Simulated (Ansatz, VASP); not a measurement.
## One calculation of TaN, two programs

```
Ta N
1.0
     2.95047    0.00000    0.00000
    -1.47524    2.55518    0.00000
     0.00000    0.00000    2.89735
Ta N
1 1
Cartesian
  0.0000 1.7035 1.4487
  0.0000 0.0000 0.0000
```

Alike in both runs: functional PBE; k mesh 18 × 18 × 14; occupations fermi-dirac, width 0.15 eV; no spin polarisation.

Ansatz relaxed the structure, and its values are those at the end. VASP's run is a single point on that final structure, the one shown.

```csv
,VASP,Ansatz
version,VASP 6.6.1,Ansatz 0.2.0
potentials or method,"VASP PAW PBE potentials, release 64 (Ta_pv, N), cutoff 520 eV","scalar-relativistic, plane waves, PAW"
valence electrons in the cell,16,18
```

VASP gave:

```
gap on the k mesh at the Fermi level (eV) : none
pressure (GPa)                            : 0.7
```

Task: What did Ansatz give for the same quantities?

Result: gap on the k mesh at the Fermi level (eV): none; pressure (GPa): 0.0.

A gap of «none» marks a metal or a gap that the smearing closes. VASP's potentials hold 16 valence electrons a cell and Ansatz's 18, so a difference there can come from the potentials and not from the codes.

Spin-orbit coupling is off throughout.
